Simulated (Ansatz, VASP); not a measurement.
**One calculation of MgO, two programs**

```xyz
2
Lattice="0.0000 2.1022 2.1022 2.1022 0.0000 2.1022 2.1022 2.1022 0.0000" Properties=species:S:1:pos:R:3 pbc="T T T"
Mg    0.0000    0.0000    0.0000
O     2.1022    2.1022    2.1022
```

Alike in both runs: task single point; functional LDA; k mesh 10 × 10 × 10; no spin polarisation.

|  | VASP | Ansatz |
| --- | --- | --- |
| version | VASP 6.6.1 | Ansatz 0.2.0 |
| potentials or method | VASP PAW LDA potentials, release 64 (Mg, O) | plane waves, PAW |
| plane-wave cutoff (eV) | 520 | 420 |
| occupations | gaussian, width 0.01 eV | fixed |
| valence electrons in the cell | 8 | 16 |

|  | VASP | Ansatz | Ansatz less VASP |
| --- | --- | --- | --- |
| gap on the k mesh at the Fermi level (eV) | 4.71 | 4.71 | 0.000 |
| pressure (GPa) | -6.9 | -5.2 | +1.66 |

LDA's correlation is that of Perdew and Zunger in VASP and of Perdew and Wang (1992) in Ansatz. VASP's potentials hold 8 valence electrons a cell and Ansatz's 16, so a difference there can come from the potentials and not from the codes.
